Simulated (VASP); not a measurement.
Ir:

```
Ir
1.0
     2.61950    0.00000    0.00000
    -1.30975    2.26855    0.00000
     0.00000    0.00000    2.44760
Ir
1
Cartesian
  0.0000 0.0000 0.0000
```

```yaml
Program: VASP 6.6.1
Task: relaxation of cell and atoms
Functional: PBEsol
Potentials_or_basis: VASP PAW PBE potentials, release 64 (Ir)
Cutoff: 600 eV
k_mesh: 9 × 9 × 8
Occupations: gaussian, width 0.1 eV
Spin: no spin polarisation
```

At the start: pressure 19.5 GPa; volume 14.54 Å³/atom.

Task: Where does the relaxation end?

Result: Over 6 steps the energy falls by 82.4 meV/atom and the volume is 15.38 Å³/atom (+5.7 %); space group P6/mmm (No. 191, to 0.05 Å).

Step by step:
| step | energy change (eV) | largest force (eV/Å) | pressure (GPa) | volume (Å³) |
| --- | --- | --- | --- | --- |
| 1 | 0.0000 | 0.0000 | 19.51 | 14.54 |
| 2 | 0.3593 | 0.0000 | -34.99 | 18.53 |
| 3 | -0.0749 | 0.0000 | -4.96 | 15.59 |
| 4 | -0.0757 | 0.0000 | -3.33 | 15.50 |
| 5 | -0.0597 | 0.0000 | 6.96 | 15.15 |
| 6 | -0.0824 | 0.0000 | -0.29 | 15.38 |

Final structure:
```cif
data_structure
_symmetry_space_group_name_H-M 'P 1'
_symmetry_Int_Tables_number 1
_cell_length_a 2.6282
_cell_length_b 2.6282
_cell_length_c 2.5704
_cell_angle_alpha 90.000
_cell_angle_beta 90.000
_cell_angle_gamma 120.000
_cell_volume 15.38
loop_
_atom_site_label
_atom_site_type_symbol
_atom_site_fract_x
_atom_site_fract_y
_atom_site_fract_z
_atom_site_occupancy
Ir1 Ir 0.00000 0.00000 0.00000 1
```

Caveat: the PAW data sets were made with another functional, which shifts forces and pressure a little.
